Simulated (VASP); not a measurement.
Hf: relaxation of cell and atoms with LDA

The system is Hf.

```xyz
1
Lattice="0.0000 2.2350 2.2350 2.2350 0.0000 2.2350 2.2350 2.2350 0.0000" Properties=species:S:1:pos:R:3 pbc="T T T"
Hf    0.0000    0.0000    0.0000
```

This isn't the form of Hf at room conditions, which is hcp.

* Program: VASP 6.6.1
* Task: relaxation of cell and atoms
* Functional: LDA
* Potentials or basis: VASP PAW LDA potentials, release 64 (Hf_pv)
* Cutoff: 500 eV
* k mesh: 10 × 10 × 10
* Occupations: methfessel-paxton, width 0.05 eV
* Spin: no spin polarisation
* Dipole correction: no
* Further INCAR settings: ALGO = Normal; EDIFF = 1e-07; IBRION = 2; EDIFFG = -0.01; NSW = 60; ISIF = 3

| Item | Value |
| --- | --- |
| Relaxed volume | 20.80 Å³/atom |
| Relaxed cell | a = 3.087 Å, b = 3.087 Å, c = 3.087 Å, α = 60.00°, β = 60.00°, γ = 60.00° |
| Space group after relaxing (to 0.1 Å) | Fm-3m (No. 225) |
| Energy gained by relaxing | 38.6 meV/atom |
| Ionic steps | 4 |
| Pressure after relaxing | 0.0 GPa |
| Band gap on the k mesh | zero (bands 5 and 6 overlap by 1.75 eV) |

The path:
| step | energy change (eV) | largest force (eV/Å) | pressure (GPa) | volume (Å³) |
| --- | --- | --- | --- | --- |
| 1 | 0.0000 | 0.0000 | -7.71 | 22.33 |
| 2 | 0.0251 | 0.0000 | 12.07 | 19.03 |
| 3 | -0.0386 | 0.0000 | -0.21 | 20.84 |
| 4 | -0.0386 | 0.0000 | -0.02 | 20.80 |

Final structure:
```
CELL_PARAMETERS angstrom
0.00000 2.18291 2.18291
2.18291 0.00000 2.18291
2.18291 2.18291 0.00000
ATOMIC_POSITIONS crystal
Hf 0.00000 0.00000 0.00000
```

Levels at points of the mesh, in eV from the Fermi level:
```tsv
k point	band 2	band 3	band 4	band 5	band 6	band 7	band 8	band 9
(0.00, 0.00, 0.00)	-29.58	-29.58	-7.36	1.38	1.38	1.38	4.40	4.40
(0.50, 0.00, 0.00)	-29.71	-29.71	-3.82	1.02	1.12	1.12	6.75	6.75
(0.50, 0.50, 0.00)	-29.95	-29.95	-3.56	-2.41	3.10	6.75	7.47	7.47
```

Run time: 14 s on 1 thread of AMD EPYC 9R45 96-Core Processor (Zen 5), with other jobs on the host, peak memory 0.11 GiB.

Caveat: spin-orbit coupling is left out, which moves the levels of the heavy elements.
